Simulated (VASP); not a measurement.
# Ir3C in VASP: single point with LDA

Aim: the single point of Ir3C with LDA.

Program: VASP 6.6.1. These are calculated values, not measurements. Logs are shortened: lines on timing, memory, paths and dates and some standing lists are left out, and cuts for length are marked.

### 1 The cell of the first run

The cell holds a slab with vacuum, 4 atoms: a = 2.695 Å, b = 2.695 Å, c = 20.634 Å, α = 90.00°, β = 90.00°, γ = 90.00°.

### 2 Single point, LDA, collinear spin

INCAR reads:

```
ALGO = Normal
DIPOL = 0.5 0.5 0.332
EDIFF = 1E-7
ENCUT = 520
IDIPOL = 3
ISIF = 2
ISMEAR = 0
ISPIN = 2
LASPH = True
LCHARG = True
LDIPOL = True
LELF = True
LMAXMIX = 4
LORBIT = 11
LREAL = False
LVACPOTAV = True
LVHAR = True
LWAVE = False
MAGMOM = 0 0 0 2
NBANDS = 28
NELM = 150
PREC = Accurate
SIGMA = 0.1
```

KPOINTS reads:

```
k-points
0
Gamma
  10 10 1
```

POSCAR reads:

```
Ir3C
1.0
    2.6946510889      0.0000000000      0.0000000000
    0.0000000000      2.6946510889      0.0000000000
    0.0000000000      0.0000000000     20.6339620658
Ir C
3 1
Direct
    0.5000000000      0.5000000000      0.1938551591
    0.0000000000      0.0000000000      0.2819107364
    0.5000000000      0.5000000000      0.3699707328
    0.5000000000      0.5000000000      0.4828913630
```

Potentials or basis: VASP PAW LDA potentials, release 64 (Ir, C).

The run is started by

```
cat potpaw_LDA.64/Ir/POTCAR potpaw_LDA.64/C/POTCAR > POTCAR
mpirun -np 1 vasp_std > vasp.out
```

OUTCAR:

```text
EDIFF = 1E-7
   ENCUT = 520
   ISIF = 2
   ISMEAR = 0
   ISPIN = 2
   LASPH = True
   LORBIT = 11
   LREAL = False
   NELM = 150
   PREC = Accurate

 ion  position               nearest neighbor table
   1  0.500  0.500  0.194-   2 2.63   2 2.63   2 2.63   2 2.63
   2  0.000  0.000  0.282-   1 2.63   1 2.63   1 2.63   1 2.63   3 2.63   3 2.63   3 2.63   3 2.63

   3  0.500  0.500  0.370-   4 2.33   2 2.63   2 2.63   2 2.63   2 2.63
   4  0.500  0.500  0.483-   3 2.33

  LATTYP: Found a simple tetragonal cell.
 ALAT       =     2.6946510889
 C/A-ratio  =     7.6573780371

  Lattice vectors:

 A1 = (   2.6946510889,   0.0000000000,   0.0000000000)
 A2 = (   0.0000000000,   2.6946510889,   0.0000000000)
 A3 = (   0.0000000000,   0.0000000000,  20.6339620658)

Analysis of symmetry for initial positions (statically):
=====================================================================
 Subroutine PRICEL returns:
 Original cell was already a primitive cell.

 Routine SETGRP: Setting up the symmetry group for a
 simple tetragonal supercell.

 Subroutine GETGRP returns: Found  8 space group operations
 (whereof  8 operations were pure point group operations)
 out of a pool of 16 trial point group operations.

The static configuration has the point symmetry C_4v.

Analysis of symmetry for dynamics (positions and initial velocities):
=====================================================================
 Subroutine PRICEL returns:
 Original cell was already a primitive cell.

 Routine SETGRP: Setting up the symmetry group for a
 simple tetragonal supercell.

 Subroutine GETGRP returns: Found  8 space group operations
 (whereof  8 operations were pure point group operations)
 out of a pool of 16 trial point group operations.

The dynamic configuration has the point symmetry C_4v.

Analysis of structural, dynamic, and magnetic symmetry:
=====================================================================
 Subroutine PRICEL returns:
 Original cell was already a primitive cell.

 Routine SETGRP: Setting up the symmetry group for a
 simple tetragonal supercell.

 Subroutine GETGRP returns: Found  8 space group operations
 (whereof  8 operations were pure point group operations)
 out of a pool of 16 trial point group operations.

The overall configuration has the point symmetry C_4v.

[... 126 lines left out ...]
   IVDW    =     0    specifies the selected vdW correction
   LEPSILON=     F    determine dielectric tensor
   LRPA    =     F    only Hartree local field effects (RPA)
 spin polarized calculation
 Gauss-broadening in eV      SIGMA  =   0.10
  energy-cutoff  :      520.00
  volume of cell :      149.83
 maximum number of plane-waves:      4072
   NGX = 11   NGY = 11   NGZ = 77

 dipolmoment           0.000000      0.000000     -0.009886 electrons x Angstroem

 number of electron      30.9999999 magnetization       0.0001173

 dipolmoment           0.000000      0.000000      0.051839 electrons x Angstroem

 Free energy of the ion-electron system (eV)
  ---------------------------------------------------
  ext. energy  EPLUGINS =         0.00000000
  ---------------------------------------------------
  free energy    TOTEN  =       -33.11492971 eV

  energy without entropy =      -33.09062370  energy(sigma->0) =      -33.10277671

 E-fermi :  -1.0668     XC(G=0):  -5.8018

 val. band max:       -1.0703316705   @ k =   0.3000   0.0000   0.0000
 cond. band min:      -1.0416462800   @ k =   0.1000   0.0000   0.0000
 fundamental gap:      0.0286853904
 Fermi energy:        -1.0668020244

 spin component 1

 k-point     1 :       0.0000    0.0000    0.0000
  band No.  band energies     occupation
      1     -11.7341      1.00000
      2     -10.8135      1.00000
      3      -8.6511      1.00000
      4      -8.3329      1.00000
      5      -8.2470      1.00000
      6      -6.4224      1.00000
[... 619 lines left out ...]
     26       8.8629      0.00000
     27       9.6455      0.00000
 Fermi energy:        -1.0668020244

 spin component 2

 k-point     1 :       0.0000    0.0000    0.0000
  band No.  band energies     occupation
      1     -11.7341      1.00000
      2     -10.8134      1.00000
      3      -8.6511      1.00000
      4      -8.3329      1.00000
      5      -8.2470      1.00000
      6      -6.4224      1.00000
[... 619 lines left out ...]
     26       8.8629      0.00000
     27       9.6456      0.00000
 [bands above 27 left out]

------------------------ aborting loop because EDIFF is reached ----------------------------------------

  FORCE on cell =-STRESS in cart. coord.  units (eV):
  Direction    XX          YY          ZZ          XY          YZ          ZX
  --------------------------------------------------------------------------------------
  -------------------------------------------------------------------------------------
  Total       -4.1127445     -4.1127445     -5.6239936      0.0000000      0.0000000      0.0000000
  in kB      -43.9799369    -43.9799369    -60.1405918      0.0000000      0.0000000      0.0000000
  external PRESSURE =     -49.3668219 kB  Pullay stress =       0.0000000 kB

 VOLUME and BASIS-vectors are now :
 -----------------------------------------------------------------------------
  energy-cutoff  :      520.00
  volume of cell :      149.83
      direct lattice vectors                 reciprocal lattice vectors
     2.694651089  0.000000000  0.000000000     0.371105559  0.000000000  0.000000000
     0.000000000  2.694651089  0.000000000     0.000000000  0.371105559  0.000000000
     0.000000000  0.000000000 20.633962066     0.000000000  0.000000000  0.048463790

 POSITION                                       TOTAL-FORCE (eV/Angst)
 -----------------------------------------------------------------------------------
      1.34733      1.34733      4.00000        -0.000000     -0.000000     -0.372435
      0.00000      0.00000      5.81694         0.000000     -0.000000     -0.126855
      1.34733      1.34733      7.63396         0.000000     -0.000000      3.581482
      1.34733      1.34733      9.96396         0.000000      0.000000     -3.082191
 -----------------------------------------------------------------------------------
    total drift:                               -0.000000      0.000000      0.000153

  FREE ENERGIE OF THE ION-ELECTRON SYSTEM (eV)
  ---------------------------------------------------
  free  energy   TOTEN  =       -33.1149297109 eV

  energy  without entropy=      -33.0906237011  energy(sigma->0) =      -33.10277671

 vacuum level on the upper side and lower side of the slab         6.015         4.723

 total charge

# of ion       s       p       d       tot
------------------------------------------
    1        0.676   0.546   7.024   8.246
    2        0.710   0.824   7.051   8.585
    3        0.688   0.647   6.969   8.304
    4        1.025   0.920   0.000   1.945
--------------------------------------------------
tot          3.100   2.937  21.044  27.080

 magnetization (x)

# of ion       s       p       d       tot
------------------------------------------
    1        0.000   0.000  -0.000  -0.000
    2        0.000  -0.000  -0.000  -0.000
    3        0.000   0.000   0.000   0.000
    4        0.000   0.000   0.000   0.000
--------------------------------------------------
tot          0.000   0.000  -0.000   0.000
```

Wall time 8.8 min (1 thread of Intel Xeon 8259CL, shared host); peak memory 0.3 GiB.

Results:

* Free energy: -33.1149 eV
* Largest force: 3.581 eV/Å
* Net moment: 0.00 μB per cell
* Valence electrons inside the program's atomic spheres: Ir 8.25, 8.59, 8.30; C 1.95

Forces in eV/Å, atoms in the order of the input:
```
Ir   0.000  0.000 -0.372
Ir   0.000  0.000 -0.127
Ir   0.000  0.000  3.581
C    0.000  0.000 -3.082
```

Levels at points of the mesh, in eV from the Fermi level:
Spin up:
| k point | band 14 | band 15 | band 16 | band 17 | band 18 | band 19 |
| --- | --- | --- | --- | --- | --- | --- |
| (0.00, 0.00, 0.00) | -1.06 | -0.88 | 0.43 | 1.03 | 1.03 | 1.14 |
| (0.50, 0.00, 0.00) | -0.80 | -0.64 | 0.66 | 0.89 | 0.93 | 1.34 |
| (0.50, 0.50, 0.00) | 0.33 | 0.33 | 1.36 | 2.00 | 2.33 | 2.89 |
Spin down:
```tsv
k point	band 12	band 13	band 14	band 15	band 16	band 17	band 18	band 19	band 20	band 21
(0.00, 0.00, 0.00)	-1.12	-1.12	-1.06	-0.88	0.43	1.03	1.03	1.14	1.24	3.12
(0.50, 0.00, 0.00)	-1.76	-1.04	-0.80	-0.64	0.66	0.89	0.93	1.34	2.76	3.13
(0.50, 0.50, 0.00)	0.20	0.20	0.33	0.33	1.36	2.00	2.33	2.89	4.09	4.09
```

Caveat: spin-orbit coupling is left out, which moves the levels of the heavy elements.
